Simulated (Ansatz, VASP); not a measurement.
# Two plane-wave programs on Zn2CdTe3

```
Zn Cd Te
1.0
     3.41950    1.97425    4.74075
    -3.41950    1.97425    4.74075
     0.00000   -3.94850    4.74075
Zn Cd Te
2 1 3
Direct
  0.92874 0.92874 0.92874
  0.07126 0.07126 0.07126
  0.50000 0.50000 0.50000
  0.50000 0.50000 0.00000
  0.00000 0.50000 0.50000
  0.50000 0.00000 0.50000
```

Alike in both runs: task relaxation of cell and atoms; functional PBE; k mesh 3 × 3 × 3; occupations gaussian, width 0.1 eV; no spin polarisation.

|  | VASP | Ansatz |
| --- | --- | --- |
| version | VASP 6.6.1 | Ansatz 0.2.0 |
| potentials or method | VASP PAW PBE potentials, release 64 (Zn, Cd, Te), cutoff 600 eV | scalar-relativistic, plane waves, PAW |
| valence electrons in the cell | 54 | 92 |

VASP gave:

* gap on the k mesh at the Fermi level, each at its own relaxed structure (eV): none
* relaxed volume (Å³/atom): 31.27
* relaxed length of the cell vector where the two differ most in proportion (Å): 5.796

Q: Which values does Ansatz return?

A: gap on the k mesh at the Fermi level, each at its own relaxed structure (eV): none; relaxed volume (Å³/atom): 29.87; relaxed length of the cell vector where the two differ most in proportion (Å): 5.667.

A gap of «none» marks a metal or a gap that the smearing closes. VASP's potentials hold 54 valence electrons a cell and Ansatz's 92, so a difference there can come from the potentials and not from the codes.

The k mesh is coarse, so the values compare programs but aren't converged. Neither program's run includes spin-orbit coupling.
